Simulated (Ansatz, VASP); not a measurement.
One calculation of TaW2N4, two programs

```xyz
7
Lattice="-2.1872 2.1872 4.7067 2.1872 -2.1872 4.7067 2.1872 2.1872 -4.7067" Properties=species:S:1:pos:R:3 pbc="T T T"
Ta    0.0000    0.0000    0.0000
W     2.1872    0.0000    2.3533
W     0.0000    2.1872    2.3533
N     0.0000    0.0000    7.1845
N     0.0000    0.0000    2.2288
N     2.1872    0.0000    0.0000
N     0.0000    2.1872    0.0000
```

Change from the starting cell: species swapped into the Li2MnF4 type (I4/mmm, No. 139).

Alike in both runs: task relaxation of cell and atoms; functional PBE; k mesh 4 × 4 × 4; occupations gaussian, width 0.15 eV; no spin polarisation.

```csv
,VASP,Ansatz
version,VASP 6.6.1,Ansatz 0.2.0
potentials or method,"VASP PAW PBE potentials, release 64 (Ta_pv, W_sv, N), cutoff 600 eV","scalar-relativistic, plane waves, PAW"
valence electrons in the cell,59,61
```

```csv
,VASP,Ansatz,Ansatz less VASP
"gap on the k mesh at the Fermi level, each at its own relaxed structure (eV)",none,none,-
relaxed volume (Å³/atom),10.81,10.80,-0.010
relaxed cell length with the largest relative difference (Å),5.157,5.159,+0.0023
```

A gap of «none» marks a metal or a gap that the smearing closes. VASP's potentials hold 59 valence electrons a cell and Ansatz's 61, so a difference there can come from the potentials and not from the codes.

The k mesh is coarse, so the values compare programs but aren't converged. Neither program's run includes spin-orbit coupling. Noted on VASP's run: the volume moved by over 15 % at a fixed basis, so the end points are rough.
